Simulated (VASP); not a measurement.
# SiW6 in VASP: further runs, part 2 of 2

VASP 6.6.1. Earlier steps stand in the parts before.

**3. Single point, PBE+D3(BJ)**

INCAR

```
PREC = Accurate
ENCUT = 520
EDIFF = 1E-6
ISMEAR = 0
SIGMA = 0.1
LREAL = False
LASPH = True
NELM = 60
ALGO = Normal
ISIF = 2
LWAVE = False
LCHARG = True
LDIPOL = True
IDIPOL = 3
DIPOL = 0.5 0.5 0.318
GGA = PE
IVDW = 12
LELF = True
LVHAR = True
LVACPOTAV = True
NBANDS = 53
```

KPOINTS

```
Automatic mesh
0
Gamma
  6 6 1
```

POSCAR

```
SiW6
1.0
    4.4682526324      0.0000000000      0.0000000000
   -2.2341263162      3.8696202902      0.0000000000
    0.0000000000      0.0000000000     21.7259061349
W Si
6 1
Direct
    0.6666666667      0.3333333333      0.1841119986
    0.3333333333      0.6666666667      0.2260931360
    0.0000000000      0.0000000000      0.2680742733
    0.6666666667      0.3333333333      0.3070897866
    0.3333333333      0.6666666667      0.3466976876
    0.0000000000      0.0000000000      0.3832248047
    0.1111111111      0.4444444444      0.5121032037
```

Potentials or basis: VASP PAW PBE potentials, release 64 (W_sv, Si).

Started as:

```
$ cat potpaw_PBE.64/W_sv/POTCAR potpaw_PBE.64/Si/POTCAR > POTCAR
$ mpirun -np 1 vasp_std > vasp.out
```

OUTCAR:

```text
PREC = Accurate
   ENCUT = 520
   EDIFF = 1E-6
   ISMEAR = 0
   LREAL = False
   LASPH = True
   NELM = 60
   ISIF = 2
   GGA = PE
   IVDW = 12
 IVDW          = 12

 ion  position               nearest neighbor table
   1  0.667  0.333  0.184-   4 2.67   2 2.74   2 2.74   2 2.74   3 3.16   3 3.16   3 3.16
   2  0.333  0.667  0.226-   5 2.62   3 2.74   3 2.74   3 2.74   1 2.74   1 2.74   1 2.74   4 3.12
                             4 3.12   4 3.12
   3  0.000  0.000  0.268-   6 2.50   4 2.72   4 2.72   4 2.72   2 2.74   2 2.74   2 2.74   5 3.09
                             5 3.09   5 3.09   1 3.16   1 3.16   1 3.16
   4  0.667  0.333  0.307-   1 2.67   3 2.72   3 2.72   3 2.72   5 2.72   5 2.72   5 2.72   6 3.06
                             6 3.06   6 3.06   2 3.12   2 3.12   2 3.12
   5  0.333  0.667  0.347-   2 2.62   6 2.70   6 2.70   6 2.70   4 2.72   4 2.72   4 2.72   3 3.09
                             3 3.09   3 3.09
   6  0.000  0.000  0.383-   3 2.50   5 2.70   5 2.70   5 2.70   4 3.06   4 3.06   4 3.06
   7  0.111  0.444  0.512-

  LATTYP: Found a hexagonal cell.
 ALAT       =     4.4682526324
 C/A-ratio  =     4.8622824004

  Lattice vectors:

 A1 = (   4.4682526324,   0.0000000000,   0.0000000000)
 A2 = (  -2.2341263162,   3.8696202902,   0.0000000000)
 A3 = (   0.0000000000,   0.0000000000,  21.7259061349)

Analysis of symmetry for initial positions (statically):
=====================================================================
 Subroutine PRICEL returns:
 Original cell was already a primitive cell.

 Routine SETGRP: Setting up the symmetry group for a
 hexagonal supercell.

 Subroutine GETGRP returns: Found  1 space group operations
 (whereof  1 operations were pure point group operations)
 out of a pool of 24 trial point group operations.

The static configuration has the point symmetry C_1 .

Analysis of symmetry for dynamics (positions and initial velocities):
=====================================================================
 Subroutine PRICEL returns:
 Original cell was already a primitive cell.

 Routine SETGRP: Setting up the symmetry group for a
 hexagonal supercell.

 Subroutine GETGRP returns: Found  1 space group operations
 (whereof  1 operations were pure point group operations)
 out of a pool of 24 trial point group operations.
[... 140 lines left out ...]
  volume of cell :      375.65
 maximum number of plane-waves:     10145
 NGX is ok and might be reduce to    36
   NGX = 17   NGY = 17   NGZ = 81

 dipolmoment           0.000000      0.000000     -0.371271 electrons x Angstroem

 number of electron      88.0000002 magnetization

 dipolmoment           0.000000      0.000000      0.066318 electrons x Angstroem

 Free energy of the ion-electron system (eV)
  ---------------------------------------------------
  ext. energy  EPLUGINS =         0.00000000
  ---------------------------------------------------
  free energy    TOTEN  =       -72.69028891 eV

  energy without entropy =      -72.64866398  energy(sigma->0) =      -72.66947644

 E-fermi :   0.2954     XC(G=0):  -5.3552

 val. band max:        0.2884058570   @ k =  -0.3333   0.1667   0.0000
 cond. band min:       0.2992111362   @ k =   0.5000   0.3333   0.0000
 fundamental gap:      0.0108052792
 Fermi energy:         0.2954448904

 k-point     1 :       0.0000    0.0000    0.0000
  band No.  band energies     occupation
      1     -73.7200      2.00000
      2     -73.5986      2.00000
      3     -73.5780      2.00000
      4     -73.5199      2.00000
      5     -73.4240      2.00000
      6     -73.3511      2.00000
[... 1109 lines left out ...]
     52       1.7634      0.00000
     53       2.0773      0.00000

------------------------ aborting loop because EDIFF is reached ----------------------------------------

 Edisp (eV)   -2.83796

 E8    (eV) :    -1.4880

  FORCE on cell =-STRESS in cart. coord.  units (eV):
  Direction    XX          YY          ZZ          XY          YZ          ZX
  --------------------------------------------------------------------------------------
  -------------------------------------------------------------------------------------
  Total      -8.27820    -8.91126    -8.13851     0.09692    -0.07438     0.45933
  in kB     -35.30715   -38.00717   -34.71135     0.41337    -0.31725     1.95907
  external pressure =      -36.01 kB  Pullay stress =        0.00 kB

 VOLUME and BASIS-vectors are now :
 -----------------------------------------------------------------------------
  energy-cutoff  :      520.00
  volume of cell :      375.65
      direct lattice vectors                 reciprocal lattice vectors
     4.468252632  0.000000000  0.000000000     0.223801133  0.129211644  0.000000000
    -2.234126316  3.869620290  0.000000000     0.000000000  0.258423288  0.000000000
     0.000000000  0.000000000 21.725906135     0.000000000  0.000000000  0.046028000

 POSITION                                       TOTAL-FORCE (eV/Angst)
 -----------------------------------------------------------------------------------
      2.23413      1.28987      4.00000         0.047329      0.067298      2.105772
     -0.00000      2.57975      4.91208        -0.006731     -0.042250     -0.789222
      0.00000      0.00000      5.82416        -0.027975      0.041584     -1.718693
      2.23413      1.28987      6.67180        -0.071012     -0.190090     -0.179869
     -0.00000      2.57975      7.53232        -0.046833     -0.249494      0.894066
      0.00000      0.00000      8.32591        -0.043550      0.492821      1.659203
     -0.49647      1.71983     11.12591         0.148773     -0.119870     -1.971256
 -----------------------------------------------------------------------------------
    total drift:                                0.000020      0.000051     -0.000127

  FREE ENERGIE OF THE ION-ELECTRON SYSTEM (eV)
  ---------------------------------------------------
  free  energy   TOTEN  =       -75.5282443950 eV

  energy  without entropy=      -75.4866194681  energy(sigma->0) =      -75.50743193

 vacuum level on the upper side and lower side of the slab         4.916         4.222
```

OSZICAR:

```text
N       E                     dE             d eps       ncg     rms          rms(c)
DAV:   1     0.985131645311E+03    0.98513E+03   -0.53314E+04  2656   0.150E+03
DAV:   2    -0.297712709111E+02   -0.10149E+04   -0.99812E+03  2417   0.451E+02
DAV:   3    -0.759580599657E+02   -0.46187E+02   -0.44802E+02  2554   0.934E+01
[... 23 lines left out ...]
DAV:  27    -0.726902713405E+02   -0.16101E-04   -0.42516E-06  1787   0.497E-03    0.239E-03
DAV:  28    -0.726902791123E+02   -0.77718E-05   -0.13599E-06  1627   0.408E-03    0.182E-03
DAV:  29    -0.726902857403E+02   -0.66280E-05   -0.79023E-07  1563   0.316E-03    0.135E-03
DAV:  30    -0.726902879503E+02   -0.22100E-05   -0.22103E-07  1427   0.194E-03    0.106E-03
DAV:  31    -0.726902889054E+02   -0.95507E-06   -0.14909E-07  1346   0.118E-03
   1 F= -.75528244E+02 E0= -.75507432E+02  d E =-.416249E-01
```

Wall time 19 min (1 thread of Intel Xeon Platinum 8488C (Sapphire Rapids), shared host); peak memory 0.67 GiB.

Results:

```
Free energy                : -75.5282 eV
Largest force              : 2.107 eV/Å
Band gap on the k mesh     : zero (band 44 reaches 0.41 eV, above the bottom of band 45 at 0.05 eV)
Dispersion energy per atom : -0.405 eV
```

Forces in eV/Å, atoms in the order of the input:
```
W    0.047  0.067  2.106
W   -0.007 -0.042 -0.789
W   -0.028  0.042 -1.719
W   -0.071 -0.190 -0.180
W   -0.047 -0.249  0.894
W   -0.044  0.493  1.659
Si   0.149 -0.120 -1.971
```

Caveat: spin-orbit coupling is left out, which moves the levels of the heavy elements.
